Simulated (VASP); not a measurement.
# TiAl3N4 (I4/mmm) in VASP: further runs, part 2 of 2

VASP 6.6.1. The steps go on from the part before.

### Step 3. Single point, PBE, collinear spin, ferromagnetic start

This run uses another cell than the first one, of 12.78 Å³/atom, 1.444 times its volume.

File INCAR:

```
SYSTEM = TiAl3N4
ALGO     = Normal         ! electronic algorithm
EDIFF    = 1E-6           ! SCF threshold, eV
ENCUT    = 600            ! plane-wave cutoff, eV
GGA      = PE             ! functional
GGA_COMPAT= .FALSE.      
ISIF     = 2              ! what is computed and relaxed
ISMEAR   = 0              ! smearing method
ISPIN    = 2              ! spin polarisation
LASPH    = .TRUE.         ! aspherical terms in the spheres
LCHARG   = .TRUE.         ! write CHGCAR
LELF     = .TRUE.         ! ELF
LMAXMIX  = 4              ! l up to which the mixer works
LORBIT   = 11             ! projections on sites
LREAL    = .FALSE.        ! projectors in reciprocal space
LVHAR    = .TRUE.       
LWAVE    = .FALSE.        ! write WAVECAR
MAGMOM   = 1 0 0 0 0 0 0 0 ! initial moments
NBANDS   = 34             ! bands
NELM     = 200            ! most SCF steps
PREC     = Accurate       ! precision mode
SIGMA    = 0.1            ! smearing width, eV
```

File KPOINTS:

```
k-points
0
G
  6 6 6
  0 0 0
```

File POSCAR:

```
TiAl3N4
1.0
   -2.3381735700      2.3381735700      4.6763471400
    2.3381735700     -2.3381735700      4.6763471400
    2.3381735700      2.3381735700     -4.6763471400
Ti Al N
1 3 4
Direct
    0.5000000000      0.5000000000      0.0000000000
    0.0000000000      0.0000000000      0.0000000000
    0.7500000000      0.2500000000      0.5000000000
    0.2500000000      0.7500000000      0.5000000000
    0.7500000000      0.7500000000      0.0000000000
    0.2500000000      0.2500000000      0.0000000000
    0.5000000000      0.0000000000      0.5000000000
    0.0000000000      0.5000000000      0.5000000000
```

Potentials or basis: VASP PAW PBE potentials, release 64 (Ti_sv, Al, N).

Run with:

```
$ cat potpaw_PBE.64/Ti_sv/POTCAR potpaw_PBE.64/Al/POTCAR potpaw_PBE.64/N/POTCAR > POTCAR
$ mpirun -np 1 vasp_std > vasp.out
```

OUTCAR:

```text
SYSTEM = TiAl3N4
   EDIFF = 1E-6
   ENCUT = 600
   GGA = PE
   ISIF = 2
   ISMEAR = 0
   ISPIN = 2
   LASPH = .TRUE.
   LORBIT = 11
   LREAL = .FALSE.
   NELM = 200
   PREC = Accurate

 ion  position               nearest neighbor table
   1  0.500  0.500  0.000-   5 2.34   6 2.34   7 2.34   8 2.34   7 2.34   8 2.34
   2  0.000  0.000  0.000-   5 2.34   6 2.34   7 2.34   8 2.34   8 2.34   7 2.34   3 3.31   3 3.31
                             4 3.31   4 3.31   3 3.31   4 3.31   3 3.31   4 3.31
   3  0.750  0.250  0.500-   5 2.34   6 2.34   7 2.34   8 2.34   5 2.34   6 2.34   2 3.31   2 3.31
                             4 3.31   4 3.31   4 3.31   2 3.31   2 3.31   4 3.31
   4  0.250  0.750  0.500-   5 2.34   6 2.34   7 2.34   8 2.34   6 2.34   5 2.34   2 3.31   2 3.31
                             3 3.31   3 3.31   2 3.31   3 3.31   2 3.31   3 3.31
   5  0.750  0.750  0.000-   1 2.34   2 2.34   3 2.34   4 2.34   3 2.34   4 2.34
   6  0.250  0.250  0.000-   1 2.34   2 2.34   3 2.34   4 2.34   4 2.34   3 2.34
   7  0.500  0.000  0.500-   1 2.34   2 2.34   3 2.34   4 2.34   1 2.34   2 2.34
   8  0.000  0.500  0.500-   1 2.34   2 2.34   3 2.34   4 2.34   2 2.34   1 2.34

  LATTYP: Found a body centered tetragonal cell.
 ALAT       =     4.6763471400
 C/A-ratio  =     2.0000000000
[... 1919 lines left out ...]
  energy-cutoff  :      600.00
  volume of cell :      102.26
      direct lattice vectors                 reciprocal lattice vectors
    -2.338173570  2.338173570  4.676347140     0.000000000  0.213842123  0.106921061
     2.338173570 -2.338173570  4.676347140     0.213842123  0.000000000  0.106921061
     2.338173570  2.338173570 -4.676347140     0.213842123  0.213842123  0.000000000

 POSITION                                       TOTAL-FORCE (eV/Angst)
 -----------------------------------------------------------------------------------
      0.00000      0.00000      4.67635         0.000000      0.000000      0.000000
      0.00000      0.00000      0.00000         0.000000      0.000000      0.000000
      0.00000      2.33817      2.33817         0.000000      0.000000      0.000000
      2.33817      0.00000      2.33817         0.000000      0.000000     -0.000000
      0.00000      0.00000      7.01452        -0.000000     -0.000000      0.553637
      0.00000      0.00000      2.33817         0.000000      0.000000     -0.553637
      0.00000      2.33817      0.00000         0.000000      0.000000     -0.000000
      2.33817      0.00000      0.00000         0.000000      0.000000      0.000000
 -----------------------------------------------------------------------------------
    total drift:                                0.000000      0.000000      0.000000

  FREE ENERGIE OF THE ION-ELECTRON SYSTEM (eV)
  ---------------------------------------------------
  free  energy   TOTEN  =       -56.3397158107 eV

  energy  without entropy=      -56.3199535810  energy(sigma->0) =      -56.32983470

 total charge

# of ion       s       p       d       tot
------------------------------------------
    1        2.143   6.106   1.709   9.958
    2        0.308   0.242   0.000   0.551
    3        0.318   0.240   0.000   0.558
    4        0.318   0.240   0.000   0.558
    5        1.241   2.312   0.000   3.553
    6        1.241   2.312   0.000   3.553
    7        1.240   2.319   0.000   3.559
    8        1.240   2.319   0.000   3.559
--------------------------------------------------
tot          8.050  16.090   1.709  25.849

 magnetization (x)

# of ion       s       p       d       tot
------------------------------------------
    1       -0.007  -0.006  -0.774  -0.786
    2       -0.003   0.001   0.000  -0.002
    3       -0.007  -0.000   0.000  -0.008
    4       -0.007  -0.000   0.000  -0.008
    5       -0.002   0.001   0.000  -0.001
    6       -0.002   0.001   0.000  -0.001
    7        0.000   0.028   0.000   0.028
    8        0.000   0.028   0.000   0.028
--------------------------------------------------
tot         -0.027   0.052  -0.774  -0.749
```

OSZICAR:

```text
N       E                     dE             d eps       ncg     rms          rms(c)
DAV:   1     0.331352746352E+03    0.33135E+03   -0.19988E+04  4080   0.129E+03
DAV:   2    -0.209049037396E+02   -0.35226E+03   -0.32848E+03  4526   0.336E+02
DAV:   3    -0.655718382759E+02   -0.44667E+02   -0.43535E+02  6020   0.115E+02
DAV:   4    -0.681662399187E+02   -0.25944E+01   -0.25770E+01  6068   0.245E+01
[... 12 lines left out ...]
DAV:  17    -0.563397015544E+02   -0.46490E-04   -0.81016E-04  5160   0.151E-01    0.789E-02
DAV:  18    -0.563397154720E+02   -0.13918E-04   -0.27214E-04  5890   0.767E-02    0.157E-02
DAV:  19    -0.563397150985E+02    0.37351E-06   -0.15098E-05  5158   0.219E-02    0.101E-02
DAV:  20    -0.563397158107E+02   -0.71219E-06   -0.98230E-06  4972   0.148E-02
   1 F= -.56339716E+02 E0= -.56329835E+02  d E =-.197622E-01  mag=    -0.9442
```

Wall time 16 min (1 thread of Intel Xeon 8259CL, shared host); peak memory 0.53 GiB.

What came out:

```yaml
Free_energy: -56.3397 eV
Pressure: -41.0 GPa
Largest_force: 0.554 eV/Å
Net_moment: -0.94 μB per cell
Site_moments: Ti -0.79; Al -0.00, -0.01; N -0.00, +0.03 μB
Valence_electrons_inside_the_program's_atomic_spheres: Ti 9.96; Al 0.55, 0.56; N 3.55, 3.56
```

Forces in eV/Å, atoms in the order of the input:
```
Ti   0.000  0.000  0.000
Al   0.000  0.000  0.000
Al   0.000  0.000  0.000
Al   0.000  0.000  0.000
N    0.000  0.000  0.554
N    0.000  0.000 -0.554
N    0.000  0.000  0.000
N    0.000  0.000  0.000
```

Stress tensor (GPa, compression positive):
```
-41.55   0.00   0.00
  0.00 -41.55   0.00
  0.00   0.00 -40.01
```
